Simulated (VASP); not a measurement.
# Ir3O: single point with PBE

Ir3O, a slab with vacuum:

```
Ir O
1.0
     2.73676    0.00000    0.00000
     0.00000    2.73676    0.00000
     0.00000    0.00000   19.18834
Ir O
3 1
Direct
  0.50000 0.50000 0.20846
  0.00000 0.00000 0.30457
  0.50000 0.50000 0.40068
  0.50000 0.00000 0.47236
```

- Program: VASP 6.6.1
- Task: single point
- Functional: PBE
- Potentials or basis: VASP PAW PBE potentials, release 64 (Ir_sv_GW, O)
- Cutoff: 520 eV
- k mesh: 10 × 10 × 1
- Occupations: gaussian, width 0.1 eV
- Spin: no spin polarisation

```yaml
Largest_force: 1.335 eV/Å
Band_gap_on_the_k_mesh: zero (an odd number of electrons rules out a gap without spin polarisation)
```

Forces in eV/Å, atoms in the order of the input:
```
Ir   0.000  0.000 -0.321
Ir   0.000  0.000 -1.092
Ir   0.000  0.000  1.335
O    0.000  0.000  0.078
```

Levels at points of the mesh, in eV from the Fermi level:
```
           k point  band 24  band 25  band 26  band 27  band 28  band 29  band 30  band 31  band 32  band 33
(0.00, 0.00, 0.00)    -2.30    -1.72    -1.28    -1.23    -0.40    -0.18     0.01     0.91     1.02     1.30
(0.50, 0.00, 0.00)    -3.08    -2.04    -1.44    -0.83     0.26     0.41     0.90     1.68     2.38     2.49
(0.00, 0.50, 0.00)    -2.88    -2.54    -1.06    -0.55    -0.51     0.27     0.71     0.89     2.10     2.14
(0.50, 0.50, 0.00)    -0.50    -0.38     0.35     0.54     1.16     1.24     1.66     2.12     3.50     5.73
```

Wall time 8 min on 1 thread of Intel(R) Xeon(R) Platinum 8175M CPU @ 2.50GHz (Skylake/Cascade Lake), with other jobs on the host, peak memory 0.33 GiB.

Caveat: spin-orbit coupling is left out, which moves the levels of the heavy elements.
